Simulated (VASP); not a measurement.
KF:

```
K F
1.0
     0.00000    2.67185    2.67185
     2.67185    0.00000    2.67185
     2.67185    2.67185    0.00000
K F
1 1
Cartesian
  0.0000 0.0000 0.0000
  2.6719 2.6719 2.6719
```

Base run:

- Program: VASP 6.6.1
- Functional: PBE0
- Potentials or basis: VASP PAW PBE potentials, release 64 (K_sv, F)
- Cutoff: 520 eV
- k mesh: 6 × 6 × 6
- Occupations: gaussian, width 0.01 eV
- Spin: no spin polarisation

Its results: band gap on the k mesh 8.94 eV; pressure 0.5 GPa.

Task: The run is repeated on the same cell with these changes: functional from PBE0 to HSE06. What comes out?

Result: Band gap on the k mesh 8.16 eV; pressure 0.6 GPa.

Caveats: the PAW data sets were made with another functional, which shifts forces and pressure a little.

